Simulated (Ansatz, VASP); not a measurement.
## VWC2 in VASP and in Ansatz

Contents of INCAR:

```
SYSTEM = VWC2
ALGO = Normal
EDIFF = 1E-6
EDIFFG = -0.01
ENCUT = 600
GGA = PS
IBRION = 2
ISIF = 3
ISMEAR = -1
ISPIN = 2
IVDW = 12
LASPH = .TRUE.
LCHARG = .FALSE.
LMAXMIX = 4
LORBIT = 11
LREAL = .FALSE.
LWAVE = .FALSE.
MAGMOM = 0 2 0 0
NELM = 150
NSW = 60
PREC = Accurate
SIGMA = 0.05
```

Contents of KPOINTS:

```
k-points
0
G
  10 10 10
  0 0 0
```

Contents of POSCAR:

```
VWC2
1.0
    1.5170411163      0.8758640969      4.9338931930
   -1.5170411163      0.8758640969      4.9338931930
    0.0000000000     -1.7517281937      4.9338931930
W V C
1 1 2
Direct
    0.0000000000      0.0000000000      0.0000000000
    0.5000000000      0.5000000000      0.5000000000
    0.2464940000      0.2464940000      0.2464940000
    0.7535060000      0.7535060000      0.7535060000
```

File input.yaml:

```yaml
crystal:
  lattice:
    - [1.5170411163, 0.8758640969, 4.933893193]
    - [-1.5170411163, 0.8758640969, 4.933893193]
    - [0.0, -1.7517281937, 4.933893193]
  atoms:
    - { symbol: W, position: [0.0, 0.0, 0.0] }
    - { symbol: V, position: [0.5, 0.5, 0.5], spin: 2.0 }
    - { symbol: C, position: [0.246494, 0.246494, 0.246494] }
    - { symbol: C, position: [0.753506, 0.753506, 0.753506] }
hamiltonian:
  xc: pbesol
  pseudopotentials: { kind: paw }
  dispersion: d3bj
magnetization:
  spin_polarized: true
kpoints:
  mp_grid: { grid: [10, 10, 10] }
scf:
  occupations: { method: fermi_dirac, width: 0.05 }
output:
  forces: true
  stress: true
  eigenvalues: true
  write_density: true
  write_potential: true
  elf: true
  volumetric_format: npy
relax:
  f_tol: 0.01
  max_steps: 40
  cell: { stress_tol: 0.05 }
```

Alike in both runs: task relaxation of cell and atoms; functional PBEsol; dispersion D3(BJ); k mesh 10 × 10 × 10; occupations fermi-dirac, width 0.05 eV; collinear spin.

```csv
,VASP,Ansatz
version,VASP 6.6.1,Ansatz 0.2.0
potentials or method,"VASP PAW PBE potentials, release 64 (W_sv, V_sv, C)",Ansatz PAW
plane-wave cutoff (eV),600,420
valence electrons in the cell,35,35
```

|  | VASP | Ansatz | Ansatz less VASP |
| --- | --- | --- | --- |
| gap on the k mesh at the Fermi level, each at its own relaxed structure (eV) | none | none | - |
| net moment per atom (μB) | 0.00 | 0.00 | 0.000 |
| relaxed volume (Å³/atom) | 9.35 | 9.33 | -0.019 |
| relaxed length of the cell vector where the two differ most in proportion (Å) | 5.142 | 5.138 | -0.0035 |

VASP's potentials were made for PBE, not for PBEsol. A gap of «none» marks a metal or a gap that the smearing closes.

Neither program's run includes spin-orbit coupling. Noted on Ansatz's run: the plane-wave basis is chosen anew once the cell has moved, so the energies of steps on either side of that aren't comparable.
